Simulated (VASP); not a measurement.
Crystal: Si3S2.

```
CELL_PARAMETERS angstrom
-2.52260 2.52260 4.34294
2.52260 -2.52260 4.34294
2.52260 2.52260 -4.34294
ATOMIC_POSITIONS crystal
Si 0.24614 0.24614 0.00000
Si 0.75386 0.75386 0.00000
Si 0.00000 0.00000 0.00000
S 0.50000 0.00000 0.50000
S 0.00000 0.50000 0.50000
```

The cell was generated, and may not be a known phase.

* Program: VASP 6.6.1
* Task: relaxation of cell and atoms
* Functional: PBE
* Potentials or basis: VASP PAW PBE potentials, release 64 (Si, S)
* Cutoff: 600 eV
* k mesh: 6 × 6 × 6
* Occupations: gaussian, width 0.1 eV
* Spin: no spin polarisation

At the start: pressure -1.0 GPa; volume 22.11 Å³/atom.

**Question.** How do energy, volume and symmetry change on relaxing?

**Answer.** Over 24 steps the energy falls by 611.4 meV/atom and the volume is 17.60 Å³/atom (-20.4 %); space group I4/mmm (No. 139, to 0.1 Å) before and after.

Step by step:
```tsv
step	energy change (eV)	largest force (eV/Å)	pressure (GPa)	volume (Å³)
1	0.0000	3.5656	-0.98	110.54
2	-1.1123	0.2069	-7.43	107.61
3	-1.1106	0.2422	-7.38	107.72
4	-1.5766	0.5199	-1.54	92.53
5	-1.5885	0.5573	-0.15	90.18
6	-1.7369	0.8959	0.65	88.53
7	-1.9387	2.1224	4.67	83.10
8	-1.9746	2.1052	4.56	83.02
9	-2.0894	2.0803	4.22	82.74
10	-2.3375	2.2568	3.60	82.07
11	-2.6162	0.8534	7.10	80.20
12	-2.5872	2.3436	4.68	81.13
13	-2.6595	1.8792	5.91	80.66
14	-2.6604	1.6641	6.19	80.54
15	-2.8620	0.7476	3.67	82.53
16	-2.9800	0.0731	2.06	85.04
17	-2.9429	1.5764	1.37	90.18
18	-3.0027	0.8149	1.47	87.34
19	-3.0040	0.7194	1.54	87.01
20	-3.0484	0.2015	0.28	87.92
21	-3.0556	0.0736	-0.38	88.48
22	-3.0556	0.0867	-0.41	88.51
23	-3.0568	0.0571	-0.22	88.27
24	-3.0572	0.0234	0.01	88.01
```

Final structure:
```yaml
crystal:
  lattice:
    - [-2.43740, 2.43740, 3.70339]
    - [2.43740, -2.43740, 3.70339]
    - [2.43740, 2.43740, -3.70339]
  atoms:
    - { symbol: Si, position: [0.34317, 0.34317, 0.00000] }
    - { symbol: Si, position: [0.65683, 0.65683, 0.00000] }
    - { symbol: Si, position: [0.00000, 0.00000, 0.00000] }
    - { symbol: S, position: [0.50000, 0.00000, 0.50000] }
    - { symbol: S, position: [0.00000, 0.50000, 0.50000] }
```

Caveat: the volume moved by over 15 % at a fixed basis, so the end points are rough.
